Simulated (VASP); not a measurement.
# CoSi16 (a cell with a defect) in VASP: notebook

CoSi16 (a cell with a defect) is run at these levels: PBE; tasks: single point.

Everything below comes from runs of VASP 6.6.1. Logs are shortened: lines on timing, memory, paths and dates and some standing lists are left out, and cuts for length are marked.

## (1) The cell of the first run

The cell holds a defect, 17 atoms: a = 7.679 Å, b = 7.679 Å, c = 7.679 Å, α = 60.00°, β = 60.00°, γ = 60.00°.

## (2) Single point, PBE, collinear spin, ferromagnetic start

INCAR reads:

```
SYSTEM = CoSi16
PREC = Accurate
ENCUT = 520
EDIFF = 1E-6
ISMEAR = 0
SIGMA = 0.02
LREAL = Auto
LASPH = .TRUE.
NELM = 150
ALGO = Normal
ISIF = 2
LWAVE = .FALSE.
LCHARG = .TRUE.
ISPIN = 2
MAGMOM = 0 0 0 0 0 0 0 0 0 0 0 0 0 0 0 0 0.34
LORBIT = 11
LMAXMIX = 4
GGA = PE
LELF = .TRUE.
LVHAR = .TRUE.
NBANDS = 54
```

KPOINTS reads:

```
regular mesh
0
G
  2 2 2
  0 0 0
```

POSCAR reads:

```
CoSi16
1.0
    0.0000000000      5.4300000000      5.4300000000
    5.4300000000      0.0000000000      5.4300000000
    5.4300000000      5.4300000000      0.0000000000
Si Co
16 1
Direct
    0.0020808471      0.0025447514      0.0029917127
    0.1281633517      0.1281151013      0.1206705341
   -0.0108438306     -0.0119357274      0.4938718232
    0.1110551565      0.1095356354      0.6271686004
    0.0054445672      0.5006858195     -0.0001727440
    0.1302863720      0.6179963168      0.1268441989
    0.0126635359      0.4859976059      0.5017723757
    0.1266085635      0.6149411602      0.6272328729
    0.5011322284      0.0058237569     -0.0003346225
    0.6176725599      0.1327843462      0.1253259669
    0.4869355433      0.0119701657      0.5011355433
    0.6156945672      0.1255903315      0.6268302947
    0.5085508287      0.5106963168      0.0052383057
    0.6316248619      0.6319022099      0.1362298343
    0.4993456722      0.4980055249      0.5122871087
    0.6256157459      0.6228105893      0.6307481584
    0.8227070902      0.8229172192      0.3308492634
```

Potentials or basis: VASP PAW PBE potentials, release 64 (Si, Co).

Started as:

```sh
cat potpaw_PBE.64/Si/POTCAR potpaw_PBE.64/Co/POTCAR > POTCAR
mpirun -np 1 vasp_std > vasp.out
```

OUTCAR:

```text
SYSTEM = CoSi16
   PREC = Accurate
   ENCUT = 520
   EDIFF = 1E-6
   ISMEAR = 0
   LREAL = Auto
   LASPH = .TRUE.
   NELM = 150
   ISIF = 2
   ISPIN = 2
   LORBIT = 11
   GGA = PE

 ion  position               nearest neighbor table
   1  0.002  0.003  0.003-  17 2.26   2 2.32   4 2.37  10 2.41   6 2.41
   2  0.128  0.128  0.121-   1 2.32   5 2.34   9 2.34   3 2.35
   3  0.989  0.988  0.494-   8 2.34  12 2.35   2 2.35   4 2.36  17 3.10
   4  0.111  0.110  0.627-   3 2.36  11 2.37   1 2.37   7 2.37
   5  0.005  0.501  1.000-   6 2.32   2 2.34   8 2.34  14 2.35
   6  0.130  0.618  0.127-   5 2.32   7 2.35  17 2.36  13 2.38   1 2.41
   7  0.013  0.486  0.502-  17 2.30   8 2.31   6 2.35   4 2.37  16 2.43
   8  0.127  0.615  0.627-   7 2.31   5 2.34  15 2.34   3 2.34
   9  0.501  0.006  1.000-  10 2.32   2 2.34  12 2.34  14 2.35
  10  0.618  0.133  0.125-   9 2.32  11 2.36  17 2.37  13 2.37   1 2.41
  11  0.487  0.012  0.501-  17 2.29  12 2.31  10 2.36   4 2.37  16 2.44
  12  0.616  0.126  0.627-  11 2.31  15 2.34   9 2.34   3 2.35
  13  0.509  0.511  0.005-  16 2.35  14 2.35  10 2.37   6 2.38
  14  0.632  0.632  0.136-   5 2.35   9 2.35  13 2.35  15 2.36
  15  0.499  0.498  0.512-  16 2.32  12 2.34   8 2.34  14 2.36
  16  0.626  0.623  0.631-  17 2.29  15 2.32  13 2.35   7 2.43  11 2.44
  17  0.823  0.823  0.331-   1 2.26  11 2.29  16 2.29   7 2.30   6 2.36  10 2.37   3 3.10

  LATTYP: Found a face centered cubic cell.
 ALAT       =    10.8600000000

  Lattice vectors:

 A1 = (   0.0000000000,   5.4300000000,   5.4300000000)
 A2 = (   5.4300000000,   0.0000000000,   5.4300000000)
 A3 = (   5.4300000000,   5.4300000000,   0.0000000000)

Analysis of symmetry for initial positions (statically):
=====================================================================
 Subroutine PRICEL returns:
 Original cell was already a primitive cell.

 Routine SETGRP: Setting up the symmetry group for a
 face centered cubic supercell.

 Subroutine GETGRP returns: Found  1 space group operations
 (whereof  1 operations were pure point group operations)
 out of a pool of 48 trial point group operations.

The static configuration has the point symmetry C_1 .

Analysis of symmetry for dynamics (positions and initial velocities):
=====================================================================
 Subroutine PRICEL returns:
 Original cell was already a primitive cell.

 Routine SETGRP: Setting up the symmetry group for a
 face centered cubic supercell.

 Subroutine GETGRP returns: Found  1 space group operations
 (whereof  1 operations were pure point group operations)
 out of a pool of 48 trial point group operations.

The dynamic configuration has the point symmetry C_1 .

Analysis of structural, dynamic, and magnetic symmetry:
=====================================================================
 Subroutine PRICEL returns:
 Original cell was already a primitive cell.

 Routine SETGRP: Setting up the symmetry group for a
 face centered cubic supercell.

 Subroutine GETGRP returns: Found  1 space group operations
 (whereof  1 operations were pure point group operations)
 out of a pool of 48 trial point group operations.

The overall configuration has the point symmetry C_1 .

 Subroutine INISYM returns: Found  1 space group operations
 (whereof  1 operations are pure point group operations),
 and found     1 'primitive' translations

----------------------------------------------------------------------------------------

                                     Primitive cell

  volume of cell :     320.2060

  direct lattice vectors                    reciprocal lattice vectors
     0.000000000  5.430000000  5.430000000    -0.092081031  0.092081031  0.092081031
     5.430000000  0.000000000  5.430000000     0.092081031 -0.092081031  0.092081031
     5.430000000  5.430000000  0.000000000     0.092081031  0.092081031 -0.092081031

  length of vectors
     7.679179644  7.679179644  7.679179644     0.159489025  0.159489025  0.159489025

  position of ions in fractional coordinates (direct lattice)
     0.002080847  0.002544751  0.002991713
     0.128163352  0.128115101  0.120670534
     0.989156169  0.988064273  0.493871823
     0.111055157  0.109535635  0.627168600
     0.005444567  0.500685819  0.999827256
     0.130286372  0.617996317  0.126844199
[... 73 lines left out ...]
   ions per type =              16   1
   NGX,Y,Z   is equivalent  to a cutoff of  12.99, 12.99, 12.99 a.u.
   NGXF,Y,Z  is equivalent  to a cutoff of  25.98, 25.98, 25.98 a.u.
 SYSTEM =  CoSi16
   PREC   = accura    normal or accurate (medium, high low for compatibility)
   ISTART =      0    job   : 0-new  1-cont  2-samecut
   ICHARG =      2    charge: 1-file 2-atom 10-const
   ISPIN  =      2    spin polarized calculation?
   LNONCOLLINEAR =      F non collinear calculations
   LSORBIT =      F    spin-orbit coupling
   LASPH  =      T    aspherical Exc in radial PAW
   ENCUT  =  520.0 eV  38.22 Ry    6.18 a.u.  14.28 14.28 14.28*2*pi/ulx,y,z
   NELM   =    150;   NELMIN=  2; NELMDL= -5     # of ELM steps
   EDIFF  = 0.1E-05   stopping-criterion for ELM
   LREAL  =      T    real-space projection
   EDIFFG = 0.1E-04   stopping-criterion for IOM
   NSW    =      0    number of steps for IOM
   IBRION =     -1    ionic relax: 0-MD 1-quasi-New 2-CG
   NFREE  =      0    steps in history (QN), initial steepest desc. (CG)
   ISIF   =      2    stress and relaxation
   ISYM   =      2    0-nonsym 1-usesym 2-fastsym
   POTIM  = 0.5000    time-step for ionic-motion
   TEBEG  =    0.0;   TEEND  =   0.0 temperature during run
   PSTRESS=    0.0 pullay stress
   NELECT =      73.0000    total number of electrons
   NUPDOWN=      -1.0000    fix difference up-down
   EMIN   =  10.00;   EMAX   =-10.00  energy-range for DOS
   EFERMI =   0.00;   METHOD = LEGACY
   ISMEAR =     0;   SIGMA  =   0.02  broadening in eV -4-tet -1-fermi 0-gaus
   EFERMI_NEDOS =   21; number of points for ismear=-14 and -15
   IALGO  =     38    algorithm
   IMIX   =      4    mixing-type and parameters
     AMIX     =   0.40;   BMIX     =  1.00
     AMIX_MAG =   1.60;   BMIX_MAG =  1.00
  volume/ion in A,a.u.               =      18.84       127.11
  Fermi-wavevector in a.u.,A,eV,Ry     =   1.000090  1.889897 13.608288  1.000181
  Thomas-Fermi vector in A             =   2.132424
   LORBIT       =     11    0 simple, 1 ext, 2 COOP (PROOUT), +10 PAW based schemes
   GGA     = PE    functional components
   LHFCALC =     F    Hartree Fock is set to
   AEXX    =    0.0000 exact exchange contribution
   IVDW    =     0    specifies the selected vdW correction
   LEPSILON=     F    determine dielectric tensor
   LRPA    =     F    only Hartree local field effects (RPA)
 spin polarized calculation
 Gauss-broadening in eV      SIGMA  =   0.02
  energy-cutoff  :      520.00
  volume of cell :      320.21
 maximum number of plane-waves:      8646
 NGX is ok and might be reduce to    60
   NGX = 29   NGY = 29   NGZ = 29

 number of electron      72.9999999 magnetization       0.2563297

 Free energy of the ion-electron system (eV)
  ---------------------------------------------------
  ext. energy  EPLUGINS =         0.00000000
  ---------------------------------------------------
  free energy    TOTEN  =       -91.16941033 eV

  energy without entropy =      -91.16916030  energy(sigma->0) =      -91.16928531

 E-fermi :   6.4358     XC(G=0):  -9.6767

 val. band max:        6.4094761447   @ k =   0.5000   0.5000   0.5000
 cond. band min:       6.4620917170   @ k =   0.0000   0.0000   0.5000
 fundamental gap:      0.0526155723
 Fermi energy:         6.4357835334

 spin component 1

 k-point     1 :       0.0000    0.0000    0.0000
  band No.  band energies     occupation
      1      -5.8682      1.00000
      2      -3.5532      1.00000
      3      -3.5336      1.00000
      4      -3.4986      1.00000
      5      -3.3952      1.00000
      6      -1.8038      1.00000
[... 397 lines left out ...]
     47      10.4034      0.00000
     48      10.5115      0.00000
 Fermi energy:         6.4357835334

 spin component 2

 k-point     1 :       0.0000    0.0000    0.0000
  band No.  band energies     occupation
      1      -5.8638      1.00000
      2      -3.5453      1.00000
      3      -3.5259      1.00000
      4      -3.4941      1.00000
      5      -3.3948      1.00000
      6      -1.7956      1.00000
[... 397 lines left out ...]
     47      10.4089      0.00000
     48      10.5160      0.00000
 [bands above 48 left out]

------------------------ aborting loop because EDIFF is reached ----------------------------------------

  FORCE on cell =-STRESS in cart. coord.  units (eV):
  Direction    XX          YY          ZZ          XY          YZ          ZX
  --------------------------------------------------------------------------------------
  -------------------------------------------------------------------------------------
  Total        6.2858596      6.1103822      7.7500068      2.6093807      1.5770107      1.6113640
  in kB       31.4518196     30.5738037     38.7778012     13.0562528      7.8907040      8.0625931
  external PRESSURE =      33.6011415 kB  Pullay stress =       0.0000000 kB

 VOLUME and BASIS-vectors are now :
 -----------------------------------------------------------------------------
  energy-cutoff  :      520.00
  volume of cell :      320.21
      direct lattice vectors                 reciprocal lattice vectors
     0.000000000  5.430000000  5.430000000    -0.092081031  0.092081031  0.092081031
     5.430000000  0.000000000  5.430000000     0.092081031 -0.092081031  0.092081031
     5.430000000  5.430000000  0.000000000     0.092081031  0.092081031 -0.092081031

 POSITION                                       TOTAL-FORCE (eV/Angst)
 -----------------------------------------------------------------------------------
      0.03006      0.02754      0.02512        -0.126583     -0.143263      0.210979
      1.35091      1.35117      1.39159        -0.006697      0.012760     -0.066470
      8.04691      8.05284     10.73631        -0.002977     -0.021316      0.063972
      4.00030      4.00855      1.19781         0.047376      0.046791     -0.093881
      8.14779      5.45863      2.74829        -0.009438     -0.000553     -0.006590
      4.04448      1.39622      4.06318        -0.167836      0.039583      0.087195
[... 9 lines left out ...]
      6.80682      6.82206      6.77896         0.022381     -0.039428     -0.126317
      6.26495      6.26381      8.93574         0.278038      0.271704      0.201890
 -----------------------------------------------------------------------------------
    total drift:                                0.003801      0.000009      0.002195

  FREE ENERGIE OF THE ION-ELECTRON SYSTEM (eV)
  ---------------------------------------------------
  free  energy   TOTEN  =       -91.1694103271 eV

  energy  without entropy=      -91.1691603012  energy(sigma->0) =      -91.16928531

 total charge

# of ion       s       p       d       tot
------------------------------------------
    1        0.741   0.953   0.000   1.694
    2        0.747   0.957   0.000   1.704
    3        0.736   0.950   0.000   1.686
    4        0.761   0.911   0.000   1.671
    5        0.747   0.960   0.000   1.707
    6        0.734   0.952   0.000   1.685
[... 9 lines left out ...]
   16        0.741   0.937   0.000   1.679
   17        0.445   0.482   7.645   8.572
--------------------------------------------------
tot         12.337  15.679   7.645  35.662

 magnetization (x)

# of ion       s       p       d       tot
------------------------------------------
    1       -0.000   0.002   0.000   0.002
    2       -0.000   0.003   0.000   0.003
    3       -0.000   0.000   0.000   0.000
    4       -0.000   0.003   0.000   0.002
    5       -0.001   0.001   0.000   0.000
    6        0.000   0.008   0.000   0.008
[... 9 lines left out ...]
   16       -0.000   0.001   0.000   0.001
   17        0.000  -0.001   0.202   0.202
--------------------------------------------------
tot         -0.005   0.042   0.202   0.239
```

Run time: 7.4 min. Hardware: 1 thread of Intel Xeon 6975P-C (Granite Rapids), shared host; peak memory 0.72 GiB.

Results:

```yaml
Free_energy: -91.1694 eV
Pressure: 3.4 GPa
Largest_force: 0.438 eV/Å
Net_moment: 0.26 μB per cell
Site_moments: Si +0.00, +0.01, -0.00 (each value once); Co +0.20 μB
Valence_electrons_inside_the_program's_atomic_spheres: Si 1.69, 1.70, 1.67, 1.71, 1.68 (each value once); Co 8.57
```

Forces in eV/Å, atoms in the order of the input:
```
Si  -0.127 -0.143  0.211
Si  -0.007  0.013 -0.066
Si  -0.003 -0.021  0.064
Si   0.047  0.047 -0.094
Si  -0.009 -0.001 -0.007
Si  -0.168  0.040  0.087
Si  -0.023  0.065 -0.134
Si   0.007  0.030  0.021
Si  -0.007 -0.027 -0.014
Si   0.026 -0.086  0.040
Si   0.037 -0.034 -0.144
Si   0.034  0.038  0.025
Si  -0.050 -0.073 -0.075
Si  -0.007 -0.020 -0.074
Si  -0.051 -0.059  0.084
Si   0.022 -0.039 -0.126
Co   0.278  0.272  0.202
```

Levels at points of the mesh, in eV from the Fermi level:
Spin up:
| k point | band 35 | band 36 | band 37 | band 38 | band 39 | band 40 |
| --- | --- | --- | --- | --- | --- | --- |
| (0.00, 0.00, 0.00) | -0.27 | -0.11 | 0.10 | 0.29 | 0.36 | 0.49 |
| (0.50, 0.00, 0.00) | -0.57 | -0.24 | -0.08 | 0.81 | 1.16 | 1.24 |
| (0.00, 0.50, 0.00) | -0.58 | -0.23 | -0.09 | 0.80 | 1.17 | 1.24 |
| (0.00, 0.00, 0.50) | -0.55 | -0.24 | 0.03 | 0.81 | 1.17 | 1.29 |
| (0.50, 0.50, 0.50) | -0.60 | -0.08 | 0.17 | 0.94 | 1.04 | 1.40 |
| (0.50, 0.50, 0.00) | -0.75 | -0.31 | -0.23 | 0.78 | 1.11 | 2.01 |
| (0.00, 0.50, 0.50) | -0.72 | -0.35 | -0.29 | 0.77 | 1.10 | 2.01 |
| (0.50, 0.00, 0.50) | -0.71 | -0.37 | -0.30 | 0.77 | 1.10 | 2.01 |
Spin down:
```csv
k point,band 33,band 34,band 35,band 36,band 37,band 38,band 39,band 40
"(0.00, 0.00, 0.00)",-0.68,-0.66,-0.24,-0.10,0.12,0.30,0.39,0.50
"(0.50, 0.00, 0.00)",-0.97,-0.65,-0.49,-0.14,0.07,0.81,1.16,1.24
"(0.00, 0.50, 0.00)",-0.97,-0.65,-0.49,-0.13,0.06,0.80,1.17,1.24
"(0.00, 0.00, 0.50)",-1.02,-0.65,-0.46,-0.12,0.15,0.82,1.18,1.29
"(0.50, 0.50, 0.50)",-0.59,-0.56,-0.47,-0.03,0.21,0.95,1.04,1.40
"(0.50, 0.50, 0.00)",-1.00,-0.62,-0.56,-0.21,-0.12,0.79,1.14,2.01
"(0.00, 0.50, 0.50)",-0.91,-0.66,-0.56,-0.21,-0.17,0.77,1.13,2.01
"(0.50, 0.00, 0.50)",-0.89,-0.66,-0.56,-0.23,-0.18,0.78,1.13,2.01
```

Caveat: the k points lie up to 0.50 Å⁻¹ apart.

(Part 1 of 2 ends here.)
